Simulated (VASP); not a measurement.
The system is SiO2.

```
Si O
1.0
    -2.37405    2.37405    3.74400
     2.37405   -2.37405    3.74400
     2.37405    2.37405   -3.74400
Si O
2 4
Direct
  0.00000 0.00000 0.00000
  0.75000 0.25000 0.50000
  0.99838 0.62500 0.87338
  0.37500 0.24838 0.37338
  0.75162 0.12500 0.12662
  0.87500 0.00162 0.62662
```

Base run:

| Property | Result |
| --- | --- |
| Program | VASP 6.6.1 |
| Functional | r2SCAN |
| Potentials or basis | VASP PAW PBE potentials, release 64 (Si, O) |
| Cutoff | 520 eV |
| k mesh | 10 × 10 × 10 |
| Occupations | gaussian, width 0.02 eV |
| Spin | no spin polarisation |

Its results: band gap on the k mesh 6.69 eV; pressure -1.1 GPa; largest force 0.187 eV/Å.

Q: The run is repeated on the same cell with these changes: k mesh from 10 × 10 × 10, through Γ to 2 × 2 × 2, shifted. What comes out?

A: Band gap on the k mesh 7.93 eV; pressure -1.1 GPa; largest force 0.197 eV/Å.

Caveats: some runs use coarse meshes; the PAW data sets were made with another functional, which shifts forces and pressure a little; a shifted mesh leaves out Γ, where band edges can lie (at least some runs).

A k mesh can miss the band edges.
